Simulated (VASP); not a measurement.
# MgTl2Se2 (P4/mmm) in VASP: a series of runs

The runs below take MgTl2Se2 through single point, with PBE.

All numbers are computed with VASP 6.6.1; they aren't measurements. Logs are shortened: lines on timing, memory, paths and dates and some standing lists are left out, and cuts for length are marked.

## (1) The cell of the first run

Symmetry: P4/mmm, No. 123, tetragonal system. Conventional cell: a = 4.367 Å, b = 4.367 Å, c = 5.060 Å, α = 90.00°, β = 90.00°, γ = 90.00°. Within 2.9 Å of Mg (site symmetry 4/mmm) lie 4 Tl at 2.18 Å and 2 Se at 2.53 Å. Within 2.9 Å of Tl (site symmetry mmm) lie 2 Mg at 2.18 Å. Se (site symmetry 4/mmm) has 2 Mg at 2.53 Å and 4 Se at 3.09 Å and 8 Tl at 3.34 Å within 3.4 Å. Within 4.1 Å of Se (site symmetry 4/mmm) lie 4 Se at 3.09 Å and 8 Tl at 3.34 Å and 8 Mg at 3.99 Å.

The cell was built from a structure type or drawn by symmetry, and may not be a known phase.

## (2) Single point, PBE

Contents of INCAR:

```
PREC = Accurate ; ENCUT = 520
EDIFF = 1E-6 ; ISMEAR = 0
SIGMA = 0.1 ; LREAL = F
LASPH = T ; NELM = 60
ALGO = Normal ; ISIF = 2
LWAVE = F ; LCHARG = F
GGA = PE ; NBANDS = 28
```

Contents of KPOINTS:

```
regular mesh
0
Gamma
  4 4 4
```

Contents of POSCAR:

```
MgTl2Se2
1.0
    4.3667124200      0.0000000000      0.0000000000
    0.0000000000      4.3667124200      0.0000000000
    0.0000000000      0.0000000000      5.0597277300
Mg Tl Se
1 2 2
Direct
    0.0000000000      0.0000000000      0.5000000000
    0.0000000000      0.5000000000      0.5000000000
    0.5000000000      0.0000000000      0.5000000000
    0.0000000000      0.0000000000      0.0000000000
    0.5000000000      0.5000000000      0.0000000000
```

Potentials or basis: VASP PAW PBE potentials, release 64 (Mg, Tl_d, Se).

The run is started by

```sh
cat potpaw_PBE.64/Mg/POTCAR potpaw_PBE.64/Tl_d/POTCAR potpaw_PBE.64/Se/POTCAR > POTCAR
mpirun -np 1 vasp_std > vasp.out
```

OUTCAR:

```text
PREC = Accurate
   ENCUT = 520
   EDIFF = 1E-6
   ISMEAR = 0
   LREAL = F
   LASPH = T
   NELM = 60
   ISIF = 2
   GGA = PE

 ion  position               nearest neighbor table
   1  0.000  0.000  0.500-   2 2.18   3 2.18   2 2.18   3 2.18   4 2.53   4 2.53
   2  0.000  0.500  0.500-   1 2.18   1 2.18   3 3.09   3 3.09   3 3.09   3 3.09   4 3.34   5 3.34
                             4 3.34   4 3.34   4 3.34   5 3.34   5 3.34   5 3.34
   3  0.500  0.000  0.500-   1 2.18   1 2.18   2 3.09   2 3.09   2 3.09   2 3.09   4 3.34   5 3.34
                             5 3.34   5 3.34   4 3.34   4 3.34   4 3.34   5 3.34
   4  0.000  0.000  0.000-   1 2.53   1 2.53   3 3.34   2 3.34   2 3.34   3 3.34   2 3.34   2 3.34
                             3 3.34   3 3.34
   5  0.500  0.500  0.000-   2 3.34   3 3.34   2 3.34   3 3.34   3 3.34   3 3.34   2 3.34   2 3.34

  LATTYP: Found a simple tetragonal cell.
 ALAT       =     4.3667124200
 C/A-ratio  =     1.1587041333

  Lattice vectors:

 A1 = (   4.3667124200,   0.0000000000,   0.0000000000)
 A2 = (   0.0000000000,   4.3667124200,   0.0000000000)
 A3 = (   0.0000000000,   0.0000000000,   5.0597277300)

Analysis of symmetry for initial positions (statically):
=====================================================================
 Subroutine PRICEL returns:
 Original cell was already a primitive cell.

 Routine SETGRP: Setting up the symmetry group for a
 simple tetragonal supercell.

 Subroutine GETGRP returns: Found 16 space group operations
 (whereof 16 operations were pure point group operations)
 out of a pool of 16 trial point group operations.

The static configuration has the point symmetry D_4h.

Analysis of symmetry for dynamics (positions and initial velocities):
=====================================================================
 Subroutine PRICEL returns:
 Original cell was already a primitive cell.

 Routine SETGRP: Setting up the symmetry group for a
 simple tetragonal supercell.

 Subroutine GETGRP returns: Found 16 space group operations
 (whereof 16 operations were pure point group operations)
 out of a pool of 16 trial point group operations.

The dynamic configuration has the point symmetry D_4h.

 Subroutine INISYM returns: Found 16 space group operations
 (whereof 16 operations are pure point group operations),
 and found     1 'primitive' translations

----------------------------------------------------------------------------------------

                                     Primitive cell

  volume of cell :      96.4798

  direct lattice vectors                    reciprocal lattice vectors
     4.366712420  0.000000000  0.000000000     0.229005234  0.000000000  0.000000000
     0.000000000  4.366712420  0.000000000     0.000000000  0.229005234  0.000000000
     0.000000000  0.000000000  5.059727730     0.000000000  0.000000000  0.197639093

  length of vectors
     4.366712420  4.366712420  5.059727730     0.229005234  0.229005234  0.197639093

  position of ions in fractional coordinates (direct lattice)
     0.000000000  0.000000000  0.500000000
     0.000000000  0.500000000  0.500000000
     0.500000000  0.000000000  0.500000000
     0.000000000  0.000000000  0.000000000
     0.500000000  0.500000000  0.000000000

  ion indices of the primitive-cell ions
   primitive index   ion index
                 1           1
                 2           2
                 3           3
                 4           4
                 5           5

----------------------------------------------------------------------------------------

 KPOINTS: regular mesh

Automatic generation of k-mesh.
 Grid dimensions read from file:
 generate k-points for:    4    4    4

 Generating k-lattice:

  Cartesian coordinates                     Fractional coordinates (reciprocal lattice)
     0.057251309  0.000000000  0.000000000     0.250000000  0.000000000  0.000000000
     0.000000000  0.057251309  0.000000000     0.000000000  0.250000000  0.000000000
     0.000000000  0.000000000  0.049409773     0.000000000  0.000000000  0.250000000

  Length of vectors
     0.057251309  0.057251309  0.049409773

  Shift w.r.t. Gamma in fractional coordinates (k-lattice)
     0.000000000  0.000000000  0.000000000

 Subroutine IBZKPT returns following result:
 ===========================================

 Found     18 irreducible k-points:

 Following reciprocal coordinates:
            Coordinates               Weight
  0.000000  0.000000  0.000000      1.000000
  0.250000  0.000000  0.000000      4.000000
  0.500000  0.000000  0.000000      2.000000
  0.250000  0.250000  0.000000      4.000000
  0.500000  0.250000  0.000000      4.000000
  0.500000  0.500000  0.000000      1.000000
[... 10 lines left out ...]
  0.500000  0.250000  0.500000      4.000000
  0.500000  0.500000  0.500000      1.000000
   k-points           NKPTS =     18   k-points in BZ     NKDIM =     18   number of bands    NBANDS=     28
   number of dos      NEDOS =    301   number of ions     NIONS =      5
   total plane-waves  NPLWV =  40960
   dimension x,y,z NGX =    32 NGY =   32 NGZ =   40
   dimension x,y,z NGXF=    64 NGYF=   64 NGZF=   80
   ions per type =               1   2   2
   NGX,Y,Z   is equivalent  to a cutoff of  12.18, 12.18, 13.14 a.u.
   NGXF,Y,Z  is equivalent  to a cutoff of  24.37, 24.37, 26.29 a.u.
 SYSTEM =  unknown system
   PREC   = accura    normal or accurate (medium, high low for compatibility)
   ISTART =      0    job   : 0-new  1-cont  2-samecut
   ICHARG =      2    charge: 1-file 2-atom 10-const
   ISPIN  =      1    spin polarized calculation?
   LNONCOLLINEAR =      F non collinear calculations
   LSORBIT =      F    spin-orbit coupling
   LASPH  =      T    aspherical Exc in radial PAW
   ENCUT  =  520.0 eV  38.22 Ry    6.18 a.u.   8.12  8.12  9.41*2*pi/ulx,y,z
   NELM   =     60;   NELMIN=  2; NELMDL= -5     # of ELM steps
   EDIFF  = 0.1E-05   stopping-criterion for ELM
   LREAL  =      F    real-space projection
   EDIFFG = 0.1E-04   stopping-criterion for IOM
   NSW    =      0    number of steps for IOM
   IBRION =     -1    ionic relax: 0-MD 1-quasi-New 2-CG
   NFREE  =      0    steps in history (QN), initial steepest desc. (CG)
   ISIF   =      2    stress and relaxation
   ISYM   =      2    0-nonsym 1-usesym 2-fastsym
   POTIM  = 0.5000    time-step for ionic-motion
   TEBEG  =    0.0;   TEEND  =   0.0 temperature during run
   PSTRESS=    0.0 pullay stress
   NELECT =      40.0000    total number of electrons
   NUPDOWN=      -1.0000    fix difference up-down
   EMIN   =  10.00;   EMAX   =-10.00  energy-range for DOS
   EFERMI =   0.00;   METHOD = LEGACY
   ISMEAR =     0;   SIGMA  =   0.10  broadening in eV -4-tet -1-fermi 0-gaus
   EFERMI_NEDOS =   21; number of points for ismear=-14 and -15
   IALGO  =     38    algorithm
   IMIX   =      4    mixing-type and parameters
     AMIX     =   0.40;   BMIX     =  1.00
     AMIX_MAG =   1.60;   BMIX_MAG =  1.00
  volume/ion in A,a.u.               =      19.30       130.22
  Fermi-wavevector in a.u.,A,eV,Ry     =   1.220720  2.306826 20.274820  1.490157
  Thomas-Fermi vector in A             =   2.355927
   LORBIT       =      0    0 simple, 1 ext, 2 COOP (PROOUT), +10 PAW based schemes
   GGA     = PE    functional components
   LHFCALC =     F    Hartree Fock is set to
   AEXX    =    0.0000 exact exchange contribution
   IVDW    =     0    specifies the selected vdW correction
   LEPSILON=     F    determine dielectric tensor
   LRPA    =     F    only Hartree local field effects (RPA)
 non-spin polarized calculation
 Gauss-broadening in eV      SIGMA  =   0.10
  energy-cutoff  :      520.00
  volume of cell :       96.48
 maximum number of plane-waves:      2639
   NGX = 17   NGY = 17   NGZ = 19

 number of electron      39.9999989 magnetization

 Free energy of the ion-electron system (eV)
  ---------------------------------------------------
  ext. energy  EPLUGINS =         0.00000000
  ---------------------------------------------------
  free energy    TOTEN  =        -5.39458820 eV

  energy without entropy =       -5.38177743  energy(sigma->0) =       -5.38818281

 E-fermi :   7.8000     XC(G=0): -10.9268

 val. band max:        7.4353490629   @ k =   0.0000   0.0000   0.0000
 cond. band min:       7.8223109498   @ k =   0.5000   0.5000   0.2500
 fundamental gap:      0.3869618869
 Fermi energy:         7.8000300328

 k-point     1 :       0.0000    0.0000    0.0000
  band No.  band energies     occupation
      1      -7.2485      2.00000
      2      -6.3563      2.00000
      3      -6.0771      2.00000
      4      -5.3081      2.00000
      5      -5.2503      2.00000
      6      -5.2503      2.00000
[... 20 lines left out ...]
     27      13.5974      0.00000
     28      13.5974      0.00000

 k-point     2 :       0.2500    0.0000    0.0000
  band No.  band energies     occupation
      1      -6.9049      2.00000
      2      -6.1495      2.00000
      3      -5.8591      2.00000
      4      -5.3939      2.00000
      5      -5.2399      2.00000
      6      -5.2149      2.00000
[... 20 lines left out ...]
     27      13.8711      0.00000
     28      14.0774      0.00000

 k-point     3 :       0.5000    0.0000    0.0000
  band No.  band energies     occupation
      1      -6.3643      2.00000
      2      -5.6622      2.00000
      3      -5.6523      2.00000
      4      -5.2897      2.00000
      5      -5.2854      2.00000
      6      -5.2650      2.00000
[... 20 lines left out ...]
     27      14.3406      0.00000
     28      15.8916      0.00000

 k-point     4 :       0.2500    0.2500    0.0000
  band No.  band energies     occupation
      1      -6.6117      2.00000
      2      -6.0395      2.00000
      3      -5.6752      2.00000
      4      -5.5073      2.00000
      5      -5.3880      2.00000
      6      -5.0405      2.00000
[... 392 lines left out ...]
     27      15.2633      0.00000
     28      15.9064      0.00000

 k-point    17 :       0.5000    0.2500    0.5000
  band No.  band energies     occupation
      1      -6.2950      2.00000
      2      -5.9078      2.00000
      3      -5.7862      2.00000
      4      -5.5463      2.00000
      5      -5.2497      2.00000
      6      -5.2260      2.00000
[... 20 lines left out ...]
     27      15.1375      0.00000
     28      16.6810      0.00000

 k-point    18 :       0.5000    0.5000    0.5000
  band No.  band energies     occupation
      1      -6.3638      2.00000
      2      -5.9291      2.00000
      3      -5.9291      2.00000
      4      -5.5979      2.00000
      5      -5.1836      2.00000
      6      -5.1836      2.00000
[... 20 lines left out ...]
     27      16.1959      0.00000
     28      16.5787      0.00000

------------------------ aborting loop because EDIFF is reached ----------------------------------------

  FORCE on cell =-STRESS in cart. coord.  units (eV):
  Direction    XX          YY          ZZ          XY          YZ          ZX
  --------------------------------------------------------------------------------------
  -------------------------------------------------------------------------------------
  Total       34.5801918     34.5801918      8.2902307      0.0000000     -0.0000000      0.0000000
  in kB      574.2508534    574.2508534    137.6704934      0.0000000     -0.0000000      0.0000000
  external PRESSURE =     428.7240667 kB  Pullay stress =       0.0000000 kB

 VOLUME and BASIS-vectors are now :
 -----------------------------------------------------------------------------
  energy-cutoff  :      520.00
  volume of cell :       96.48
      direct lattice vectors                 reciprocal lattice vectors
     4.366712420  0.000000000  0.000000000     0.229005234  0.000000000  0.000000000
     0.000000000  4.366712420  0.000000000     0.000000000  0.229005234  0.000000000
     0.000000000  0.000000000  5.059727730     0.000000000  0.000000000  0.197639093

 POSITION                                       TOTAL-FORCE (eV/Angst)
 -----------------------------------------------------------------------------------
      0.00000      0.00000      2.52986         0.000000      0.000000      0.000000
      0.00000      2.18336      2.52986         0.000000      0.000000      0.000000
      2.18336      0.00000      2.52986         0.000000      0.000000      0.000000
      0.00000      0.00000      0.00000         0.000000      0.000000      0.000000
      2.18336      2.18336      0.00000         0.000000      0.000000      0.000000
 -----------------------------------------------------------------------------------
    total drift:                                0.000000     -0.000000     -0.000000

  FREE ENERGIE OF THE ION-ELECTRON SYSTEM (eV)
  ---------------------------------------------------
  free  energy   TOTEN  =        -5.3945881983 eV

  energy  without entropy=       -5.3817774262  energy(sigma->0) =       -5.38818281
```

Run time: 22 s. Hardware: 1 thread of Intel Xeon 6975P-C (Granite Rapids), shared host; peak memory 0.21 GiB.

Results:

```yaml
Free_energy: -5.3946 eV
Pressure: 42.9 GPa
Band_gap_on_the_k_mesh: zero (bands 20 and 21 overlap by 1.97 eV)
```

Levels at points of the mesh, in eV from the Fermi level:
```tsv
k point	band 17	band 18	band 19	band 20	band 21	band 22	band 23	band 24
(0.00, 0.00, 0.00)	-3.92	-2.01	-0.36	-0.36	0.40	0.40	4.47	5.41
(0.50, 0.00, 0.00)	-3.16	-2.52	-2.06	-2.00	1.89	1.90	2.74	3.28
(0.50, 0.50, 0.00)	-3.26	-3.26	-2.59	-2.13	0.06	0.06	1.50	1.50
(0.00, 0.00, 0.50)	-2.71	-2.09	-2.09	-1.02	0.30	0.61	0.61	1.46
(0.50, 0.00, 0.50)	-2.75	-2.55	-2.08	-1.35	0.21	1.87	2.78	2.93
(0.50, 0.50, 0.50)	-5.99	-5.03	0.09	1.42	1.43	1.43	4.34	4.34
```

Caveat: the cell stands under pressure; spin-orbit coupling is left out, which moves the levels of the heavy elements.

[end of part 1 of 2]
